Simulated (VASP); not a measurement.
A run of VASP 6.6.1:

File INCAR:

```
SYSTEM = SnO
PREC = Accurate
ENCUT = 520
EDIFF = 1E-6
ISMEAR = 0
SIGMA = 0.05
LREAL = .False.
LASPH = .True.
NELM = 100
ALGO = Normal
ISIF = 2
LWAVE = .False.
LCHARG = .False.
LDIPOL = .True.
IDIPOL = 3
DIPOL = 0.5 0.5 0.388
GGA = PE
IVDW = 12
NBANDS = 50
```

KPOINTS

```
Automatic mesh
0
Gamma
  7 7 1
  0 0 0
```

The input POSCAR:

```
SnO
1.0
    3.8201528543      0.0002954551      0.0000000000
   -0.0003145191      3.8201528528      0.0000000000
    0.0000000000      0.0000000000     22.2260743460
Sn O
4 4
Direct
    0.9999452911      0.9999452911      0.2024649036
    0.4999452911      0.4999452911      0.3087831466
    0.9999452911      0.4999452911      0.4662558494
    1.4999452911      0.9999452911      0.5725740924
    0.9999461074      0.4999461074      0.2556240251
    0.4999461074      0.9999461074      0.2556240251
    0.9999444748      0.9999444748      0.5194149709
    1.4999444748      0.4999444748      0.5194149709
```

Potentials or basis: VASP PAW PBE potentials, release 64 (Sn_d, O).

Launch:

```console
$ cat potpaw_PBE.64/Sn_d/POTCAR potpaw_PBE.64/O/POTCAR > POTCAR
$ mpirun -np 1 vasp_std > vasp.out
```

Hardware: 1 thread of Intel(R) Xeon(R) 6975P-C (Granite Rapids), with other jobs on the host.

Q: Estimate the wall time of this run.

A: It took 3.4 min on 1 thread of Intel(R) Xeon(R) 6975P-C (Granite Rapids), on a shared host, peak memory 0.44 GiB. Counts: scf iterations 23, k points 16.
